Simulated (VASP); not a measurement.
Runs of VASP 6.6.1 on NaF. The structure is that of space group Fdd2 (No. 43), or close to it. The cells are those of the table. 

| task | level | cell | cutoff (eV) | smearing | gap on the mesh (eV) | pressure (GPa) | relaxed volume (Å³/atom) |
| --- | --- | --- | --- | --- | --- | --- | --- |
| single point | PBE | a = 6.563, b = 5.980, c = 3.573 Å, angles 82.7, 64.7, 32.7°, 4 atoms | 600 | gaussian 0.01 eV | 5.37 | -0.1 | - |
| single point | PBE | a = 6.561, b = 5.975, c = 3.578 Å, angles 82.7, 64.6, 32.7°, 4 atoms | 600 | gaussian 0.02 eV | 5.37 | -0.1 | - |
| single point | r2SCAN | a = 6.561, b = 5.975, c = 3.578 Å, angles 82.7, 64.6, 32.7°, 4 atoms | 660 | gaussian 0.02 eV | 6.13 | (a) | - |
| relaxation of cell and atoms | PBE | relaxed from a = 6.561, b = 5.975, c = 3.578 Å, angles 82.7, 64.6, 32.7°, 4 atoms | 600 | gaussian 0.01 eV | 5.39 | 0.0 | (b) |
| relaxation of cell and atoms | PBE | relaxed from a = 6.561, b = 5.975, c = 3.578 Å, angles 82.7, 64.6, 32.7°, 4 atoms | 600 | gaussian 0.02 eV | 5.38 | 0.0 | 14.99 |

Alike in all rows: potentials or basis VASP PAW PBE potentials, release 64 (Na_pv, F); no spin polarisation; k mesh 8 × 8 × 8.

Problem. Estimate the missing entries.

Solution. (a) -2.8; (b) 14.96.

Caveats: the PAW data sets were made with another functional, which shifts forces and pressure a little (at least some runs).

A k mesh can miss the band edges.
